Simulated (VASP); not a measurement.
Write the native input for VASP 6.6.1 that does the following.

- Task: single point
- Functional: PBE
- Potentials or basis: VASP PAW PBE potentials, release 64 (Zn, S)
- Cutoff: 500 eV
- k mesh: 6 × 6 × 6
- Occupations: fermi-dirac, width 0.1 eV
- Spin: no spin polarisation
- Dipole correction: no
- Further INCAR settings: ALGO = Normal; EDIFF = 1e-06; NBANDS = 16

The structure of ZnS lies in POSCAR:

```
ZnS
1.0
    0.0000000000      2.6279350084      2.6279350084
    2.6279350084      0.0000000000      2.6279350084
    2.6279350084      2.6279350084      0.0000000000
Zn S
1 1
Direct
    0.2500000000      0.2500000000      0.2500000000
    0.0000000000      0.0000000000      0.0000000000
```

These files were run (other wordings do the same):

INCAR

```
PREC = Accurate
ENCUT = 500
EDIFF = 1E-6
ISMEAR = -1
SIGMA = 0.1
LREAL = F
LASPH = T
NELM = 120
ALGO = Normal
ISIF = 2
LWAVE = F
LCHARG = F
GGA = PE
NBANDS = 16
GGA_COMPAT = F
```

KPOINTS

```
regular mesh
0
Gamma
  6 6 6
```

Potentials or basis: VASP PAW PBE potentials, release 64 (Zn, S).

Run with:

```sh
$ cat potpaw_PBE.64/Zn/POTCAR potpaw_PBE.64/S/POTCAR > POTCAR
$ mpirun -np 1 vasp_std > vasp.out
```

It gave:

| Item | Value |
| --- | --- |
| Pressure | 9.5 GPa |
| Band gap on the k mesh | 2.49 eV, direct |

Wall time 23 s on 1 thread of AMD EPYC 7R13, on a shared host, peak memory 0.12 GiB.
